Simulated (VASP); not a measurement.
# GaSe3 (I4/mcm) in VASP: single point with PBE

Aim: the single point of GaSe3 with PBE.

All numbers are computed with VASP 6.6.1; they aren't measurements. Logs are shortened: lines on timing, memory, paths and dates and some standing lists are left out, and cuts for length are marked.

### 1 The cell of the first run

The structure is tetragonal, space group I4/mcm (No. 140). Conventional cell: a = 7.744 Å, b = 7.744 Å, c = 6.128 Å, α = 90.00°, β = 90.00°, γ = 90.00°. Ga (site symmetry -42m) has 4 Se at 2.46 Å and 2 Ga at 3.06 Å within 3.2 Å. Se (site symmetry 422) has 10 Se at 3.06 to 3.24 Å and 4 Ga at 3.87 Å within 4.0 Å. Within 3.3 Å of Se (site symmetry m2m) lie 2 Ga at 2.46 Å and 4 Se at 3.24 Å.

### 2 Single point, PBE

POSCAR reads:

```
GaSe3
1.0
   -3.8721236751      3.8721236751      3.0637664709
    3.8721236751     -3.8721236751      3.0637664709
    3.8721236751      3.8721236751     -3.0637664709
Ga Se
2 6
Direct
    0.2500000000      0.7500000000      0.5000000000
    0.7500000000      0.2500000000      0.5000000000
    0.2500000000      0.2500000000      0.0000000000
    0.7500000000      0.7500000000      0.0000000000
    0.6755405714      0.1755405714      0.8510811428
    0.3244594286      0.8244594286      0.1489188572
    0.1755405714      0.3244594286      0.5000000000
    0.8244594286      0.6755405714      0.5000000000
```

INCAR.step1 reads:

```
PREC     = Accurate       # precision mode
ENCUT    = 520            # plane-wave cutoff, eV
EDIFF    = 1E-6           # SCF threshold, eV
ISMEAR   = 0              # smearing method
SIGMA    = 0.1            # smearing width, eV
LREAL    = F              # projectors in reciprocal space
LASPH    = T              # aspherical terms in the spheres
NELM     = 80             # most SCF steps
ALGO     = Normal         # electronic algorithm
ISIF     = 2              # what is computed and relaxed
LWAVE    = F              # write WAVECAR
LCHARG   = T              # write CHGCAR
GGA      = PE             # functional
NBANDS   = 41             # bands
```

KPOINTS.step1 reads:

```
regular mesh
0
Gamma
  8 8 8
```

INCAR.step2 reads:

```
PREC     = Accurate       # precision mode
ENCUT    = 520            # plane-wave cutoff, eV
EDIFF    = 1E-6           # SCF threshold, eV
ISMEAR   = -5             # smearing method
SIGMA    = 0.1            # smearing width, eV
LREAL    = F              # projectors in reciprocal space
LASPH    = T              # aspherical terms in the spheres
NELM     = 80             # most SCF steps
ALGO     = Normal         # electronic algorithm
ISIF     = 2              # what is computed and relaxed
LWAVE    = F              # write WAVECAR
LCHARG   = F              # write CHGCAR
GGA      = PE             # functional
LORBIT   = 11             # projections on sites
NBANDS   = 41             # bands
NEDOS    = 1001           # points of the DOS
ICHARG   = 11             # starting density
```

KPOINTS.step2 reads:

```
regular mesh
0
Gamma
  12 12 12
```

Potentials or basis: VASP PAW PBE potentials, release 64 (Ga_d, Se).

Command:

```console
> cat potpaw_PBE.64/Ga_d/POTCAR potpaw_PBE.64/Se/POTCAR > POTCAR
> cp INCAR.step1 INCAR
> cp KPOINTS.step1 KPOINTS
> mpirun -np 1 vasp_std > vasp.out
> cp INCAR.step2 INCAR
> cp KPOINTS.step2 KPOINTS
> mpirun -np 1 vasp_std > vasp.out
```

OUTCAR:

```text
PREC = Accurate
   ENCUT = 520
   EDIFF = 1E-6
   ISMEAR = -5
   LREAL = F
   LASPH = T
   NELM = 80
   ISIF = 2
   GGA = PE
   LORBIT = 11
   ICHARG = 11

 ion  position               nearest neighbor table
   1  0.250  0.750  0.500-   5 2.46   6 2.46   7 2.46   8 2.46
   2  0.750  0.250  0.500-   5 2.46   6 2.46   7 2.46   8 2.46
   3  0.250  0.250  0.000-
   4  0.750  0.750  0.000-
   5  0.676  0.176  0.851-   1 2.46   2 2.46
   6  0.324  0.824  0.149-   1 2.46   2 2.46
   7  0.176  0.324  0.500-   1 2.46   2 2.46
   8  0.824  0.676  0.500-   1 2.46   2 2.46

  LATTYP: Found a body centered tetragonal cell.
 ALAT       =     7.7442473502
 C/A-ratio  =     0.7912367290

  Lattice vectors:

 A1 = (  -3.8721236751,   3.8721236751,   3.0637664709)
 A2 = (   3.8721236751,  -3.8721236751,   3.0637664709)
 A3 = (   3.8721236751,   3.8721236751,  -3.0637664709)

Analysis of symmetry for initial positions (statically):
=====================================================================
 Subroutine PRICEL returns:
 Original cell was already a primitive cell.

 Routine SETGRP: Setting up the symmetry group for a
 body centered tetragonal supercell.

 Subroutine GETGRP returns: Found 16 space group operations
 (whereof  8 operations were pure point group operations)
 out of a pool of 16 trial point group operations.

The static configuration has the point symmetry C_4h.
 The point group associated with its full space group is D_4h.

Analysis of symmetry for dynamics (positions and initial velocities):
=====================================================================
 Subroutine PRICEL returns:
 Original cell was already a primitive cell.

 Routine SETGRP: Setting up the symmetry group for a
 body centered tetragonal supercell.

 Subroutine GETGRP returns: Found 16 space group operations
 (whereof  8 operations were pure point group operations)
 out of a pool of 16 trial point group operations.

The dynamic configuration has the point symmetry C_4h.
 The point group associated with its full space group is D_4h.

 Subroutine INISYM returns: Found 16 space group operations
 (whereof  8 operations are pure point group operations),
 and found     1 'primitive' translations

----------------------------------------------------------------------------------------

                                     Primitive cell

  volume of cell :     183.7444

  direct lattice vectors                    reciprocal lattice vectors
    -3.872123675  3.872123675  3.063766471     0.000000000  0.129128107  0.163197817
     3.872123675 -3.872123675  3.063766471     0.129128107  0.000000000  0.163197817
     3.872123675  3.872123675 -3.063766471     0.129128107  0.129128107  0.000000000

  length of vectors
     6.274818603  6.274818603  6.274818603     0.208104770  0.208104770  0.182614720

  position of ions in fractional coordinates (direct lattice)
     0.250000000  0.750000000  0.500000000
     0.750000000  0.250000000  0.500000000
     0.250000000  0.250000000  0.000000000
     0.750000000  0.750000000  0.000000000
     0.675540571  0.175540571  0.851081143
     0.324459429  0.824459429  0.148918857
     0.175540571  0.324459429  0.500000000
     0.824459429  0.675540571  0.500000000

  ion indices of the primitive-cell ions
   primitive index   ion index
                 1           1
                 2           2
                 3           3
                 4           4
                 5           5
                 6           6
                 7           7
                 8           8

----------------------------------------------------------------------------------------

 KPOINTS: regular mesh

Automatic generation of k-mesh.
 Grid dimensions read from file:
 generate k-points for:   12   12   12

 Generating k-lattice:

  Cartesian coordinates                     Fractional coordinates (reciprocal lattice)
     0.000000000  0.010760676  0.013599818     0.083333333  0.000000000 -0.000000000
     0.010760676  0.000000000  0.013599818     0.000000000  0.083333333 -0.000000000
     0.010760676  0.010760676  0.000000000     0.000000000  0.000000000  0.083333333

  Length of vectors
     0.017342064  0.017342064  0.015217893

  Shift w.r.t. Gamma in fractional coordinates (k-lattice)
     0.000000000  0.000000000  0.000000000

 TETIRR: Found   4117 inequivalent tetrahedra from    10368

 Subroutine IBZKPT returns following result:
 ===========================================

 Found    163 irreducible k-points:

 Following reciprocal coordinates:
            Coordinates               Weight
  0.000000  0.000000  0.000000      1.000000
  0.083333  0.000000  0.000000      8.000000
  0.166667  0.000000  0.000000      8.000000
  0.250000  0.000000  0.000000      8.000000
  0.333333 -0.000000  0.000000      8.000000
  0.416667 -0.000000  0.000000      8.000000
[... 16 lines left out ...]
  0.500000  0.166667  0.000000     16.000000
 -0.416667  0.166667 -0.000000     16.000000
 [... further k-points ...]
   k-points           NKPTS =    163   k-points in BZ     NKDIM =    163   number of bands    NBANDS=     41
   number of dos      NEDOS =   1001   number of ions     NIONS =      8
   total plane-waves  NPLWV = 110592
   dimension x,y,z NGX =    48 NGY =   48 NGZ =   48
   dimension x,y,z NGXF=    96 NGYF=   96 NGZF=   96
   ions per type =               2   6
   NGX,Y,Z   is equivalent  to a cutoff of  12.72, 12.72, 12.72 a.u.
   NGXF,Y,Z  is equivalent  to a cutoff of  25.43, 25.43, 25.43 a.u.
 SYSTEM =  unknown system
   PREC   = accura    normal or accurate (medium, high low for compatibility)
   ISTART =      0    job   : 0-new  1-cont  2-samecut
   ICHARG =     11    charge: 1-file 2-atom 10-const
   ISPIN  =      1    spin polarized calculation?
   LNONCOLLINEAR =      F non collinear calculations
   LSORBIT =      F    spin-orbit coupling
   LASPH  =      T    aspherical Exc in radial PAW
   ENCUT  =  520.0 eV  38.22 Ry    6.18 a.u.  11.67 11.67 11.67*2*pi/ulx,y,z
   NELM   =     80;   NELMIN=  2; NELMDL=  0     # of ELM steps
   EDIFF  = 0.1E-05   stopping-criterion for ELM
   LREAL  =      F    real-space projection
   EDIFFG = 0.1E-04   stopping-criterion for IOM
   NSW    =      0    number of steps for IOM
   IBRION =     -1    ionic relax: 0-MD 1-quasi-New 2-CG
   NFREE  =      0    steps in history (QN), initial steepest desc. (CG)
   ISIF   =      2    stress and relaxation
   ISYM   =      2    0-nonsym 1-usesym 2-fastsym
   POTIM  = 0.5000    time-step for ionic-motion
   TEBEG  =    0.0;   TEEND  =   0.0 temperature during run
   PSTRESS=    0.0 pullay stress
   NELECT =      62.0000    total number of electrons
   NUPDOWN=      -1.0000    fix difference up-down
   EMIN   =  10.00;   EMAX   =-10.00  energy-range for DOS
   EFERMI =   0.00;   METHOD = LEGACY
   ISMEAR =    -5;   SIGMA  =   0.10  broadening in eV -4-tet -1-fermi 0-gaus
   EFERMI_NEDOS =   21; number of points for ismear=-14 and -15
   IALGO  =     38    algorithm
   IMIX   =      4    mixing-type and parameters
     AMIX     =   0.40;   BMIX     =  1.00
     AMIX_MAG =   1.60;   BMIX_MAG =  1.00
  volume/ion in A,a.u.               =      22.97       155.00
  Fermi-wavevector in a.u.,A,eV,Ry     =   1.139727  2.153771 17.673652  1.298977
  Thomas-Fermi vector in A             =   2.276430
   LORBIT       =     11    0 simple, 1 ext, 2 COOP (PROOUT), +10 PAW based schemes
   GGA     = PE    functional components
   LHFCALC =     F    Hartree Fock is set to
   AEXX    =    0.0000 exact exchange contribution
   IVDW    =     0    specifies the selected vdW correction
   LEPSILON=     F    determine dielectric tensor
   LRPA    =     F    only Hartree local field effects (RPA)
 non-spin polarized calculation
 Fermi weights with tetrahedron method with Bloechl corrections
  energy-cutoff  :      520.00
  volume of cell :      183.74
 maximum number of plane-waves:      4995

 number of electron      61.9999999 magnetization

 Free energy of the ion-electron system (eV)
  ---------------------------------------------------
  ext. energy  EPLUGINS =         0.00000000
  ---------------------------------------------------
  free energy    TOTEN  =       -26.72292933 eV

  energy without entropy =      -26.72292933  energy(sigma->0) =      -26.72292933

 E-fermi :   3.7201     XC(G=0):  -9.8286

 val. band max:        3.7701282556   @ k =  -0.3333   0.4167   0.3333
 cond. band min:       3.6732774532   @ k =   0.4167   0.0833   0.0833
 fundamental gap:     -0.0968508024
 Fermi energy:         3.7201002459

 k-point     1 :       0.0000    0.0000    0.0000
  band No.  band energies     occupation
      1     -11.2991      2.00000
      2     -11.2991      2.00000
      3     -11.2095      2.00000
      4     -11.2078      2.00000
      5     -11.0525      2.00000
      6     -11.0392      2.00000
[... 33 lines left out ...]
     40       9.7483      0.00000
     41       9.8199      0.00000

 k-point     2 :       0.0833    0.0000    0.0000
  band No.  band energies     occupation
      1     -11.2985      2.00000
      2     -11.2976      2.00000
      3     -11.2054      2.00000
      4     -11.2044      2.00000
      5     -11.0564      2.00000
      6     -11.0415      2.00000
[... 957 lines left out ...]
     40       9.2312      0.00000
     41       9.9478      0.00000

 k-point    24 :      -0.4167    0.1667   -0.0000
  band No.  band energies     occupation
      1     -11.2974      2.00000
      2     -11.2887      2.00000
      3     -11.1840      2.00000
      4     -11.1675      2.00000
      5     -11.0713      2.00000
      6     -11.0580      2.00000
[... 33 lines left out ...]
     40       9.5547      0.00000
     41       9.7695      0.00000

 [... further k-points ...]

------------------------ aborting loop because EDIFF is reached ----------------------------------------

  FORCE on cell =-STRESS in cart. coord.  units (eV):
  Direction    XX          YY          ZZ          XY          YZ          ZX
  --------------------------------------------------------------------------------------
  -------------------------------------------------------------------------------------
  Total        0.0356856      0.0356856      0.0127197      0.0000000     -0.0000000      0.0000000
  in kB        0.3111644      0.3111644      0.1109106      0.0000000     -0.0000000      0.0000000
  external PRESSURE =       0.2444131 kB  Pullay stress =       0.0000000 kB

 VOLUME and BASIS-vectors are now :
 -----------------------------------------------------------------------------
  energy-cutoff  :      520.00
  volume of cell :      183.74
      direct lattice vectors                 reciprocal lattice vectors
    -3.872123675  3.872123675  3.063766471     0.000000000  0.129128107  0.163197817
     3.872123675 -3.872123675  3.063766471     0.129128107  0.000000000  0.163197817
     3.872123675  3.872123675 -3.063766471     0.129128107  0.129128107  0.000000000

 POSITION                                       TOTAL-FORCE (eV/Angst)
 -----------------------------------------------------------------------------------
      3.87212     -0.00000      1.53188         0.000000     -0.000000     -0.000000
     -0.00000      3.87212      1.53188         0.000000      0.000000      0.000000
      0.00000      0.00000      1.53188        -0.000000      0.000000      0.000000
      0.00000      0.00000      4.59565        -0.000000     -0.000000      0.000000
      1.35943      5.23155      0.00000         0.016445      0.016445      0.000000
      2.51269     -1.35943      3.06377        -0.016445     -0.016445      0.000000
      2.51269      1.35943      0.00000        -0.016445      0.016445      0.000000
      1.35943      2.51269      3.06377         0.016445     -0.016445     -0.000000
 -----------------------------------------------------------------------------------
    total drift:                                0.000000      0.000000      0.000000

  FREE ENERGIE OF THE ION-ELECTRON SYSTEM (eV)
  ---------------------------------------------------
  free  energy   TOTEN  =       -26.7229293300 eV

  energy  without entropy=      -26.7229293300  energy(sigma->0) =      -26.72292933

 total charge

# of ion       s       p       d       tot
------------------------------------------
    1        0.881   0.713  10.021  11.616
    2        0.881   0.713  10.021  11.616
    3        1.530   2.031   0.026   3.587
    4        1.530   2.031   0.026   3.587
    5        1.500   2.224   0.035   3.759
    6        1.500   2.224   0.035   3.759
    7        1.500   2.224   0.035   3.759
    8        1.500   2.224   0.035   3.759
--------------------------------------------------
tot         10.822  14.383  20.234  45.440
```

Run time: 11 min. Hardware: 1 thread of Intel Xeon 6975P-C (Granite Rapids), shared host; peak memory 0.99 GiB.

What came out:

```
Valence electrons inside the program's atomic spheres : Ga 11.62; Se 3.59, 3.76 (each value once)
```

Caveat: tetrahedron occupations give inexact forces and stress in metals.
